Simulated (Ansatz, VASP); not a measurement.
## PtS2: VASP beside Ansatz

POSCAR

```
PtS2
1.0
    3.5431994758      0.0000000000      0.0000000000
   -1.7715997379      3.0685007567      0.0000000000
    0.0000000000      0.0000000000      5.0388000000
Pt S
1 2
Direct
    0.0000000000      0.0000000000      0.0000000000
    0.3333333333      0.6666666667      0.2448969172
    0.6666666667      0.3333333333      0.7551030828
```

INCAR.step1

```
PREC = Accurate
ENCUT = 520
ISMEAR = -1
SIGMA = 0.02
LREAL = F
LASPH = T
NELM = 60
NBANDS = 18
GGA = PE
ALGO = Normal
EDIFF = 1E-4
LWAVE = T
LCHARG = F
```

INCAR.step2

```
PREC = Accurate
ENCUT = 520
EDIFF = 1E-8
ISMEAR = -1
SIGMA = 0.02
LREAL = F
LASPH = T
NELM = 60
ALGO = Normal
ISIF = 2
LWAVE = F
LCHARG = F
METAGGA = R2SCAN
LMIXTAU = T
LEFG = T
NBANDS = 18
ISTART = 1
```

File KPOINTS:

```
Automatic mesh
0
Gamma
  9 9 6
```

Input for Ansatz:

```yaml
crystal:
  lattice:
    - [3.5431994758, 0.0, 0.0]
    - [-1.7715997379, 3.0685007567, 0.0]
    - [0.0, 0.0, 5.0388]
  atoms:
    - { symbol: Pt, position: [0.0, 0.0, 0.0] }
    - { symbol: S, position: [0.3333333333, 0.6666666667, 0.2448969172] }
    - { symbol: S, position: [0.6666666667, 0.3333333333, 0.7551030828] }
kpoints:
  mp_grid: { grid: [9, 9, 6] }
scf:
  occupations: { method: fermi_dirac, width: 0.02 }
hamiltonian:
  xc: r2scan
  pseudopotentials: { kind: paw }
output:
  forces: true
  stress: true
  populations: true
  efg: { quadrupole_moments_barn: { S: -0.0694 }, contact_densities: true }
```

Alike in both runs: task electric field gradients; functional r2SCAN; k mesh 9 × 9 × 6; occupations fermi-dirac, width 0.02 eV; no spin polarisation.

```csv
,VASP,Ansatz
version,VASP 6.6.1,Ansatz 0.2.0
potentials or method,"VASP PAW PBE potentials, release 64 (Pt, S)","plane-wave PAW, scalar-relativistic"
plane-wave cutoff (eV),520,500
valence electrons in the cell,22,30
```

|  | VASP | Ansatz | Ansatz less VASP |
| --- | --- | --- | --- |
| gap on the k mesh at the Fermi level (eV) | 0.81 | 0.82 | +0.008 |
| pressure (GPa) | 1.8 | 1.9 | +0.08 |
| traceless stress, the component that is largest in VASP (GPa) | -0.49 | -0.48 | +0.012 |
| rms of the force components (eV/Å) | 0.065 | 0.063 | -0.0024 |
| size of Vzz on the site where it differs most (V/Å²) | 140.1 | 91.4 | -48.68 |

VASP's potentials were made for PBE, not for r2SCAN. Atom by atom the forces differ by 0.002 eV/Å (rms over components). The functional is the same, so the differences come from potentials, cutoffs and numerics. VASP's potentials hold 22 valence electrons a cell and Ansatz's 30, so a difference there can come from the potentials and not from the codes.

Neither program's run includes spin-orbit coupling.
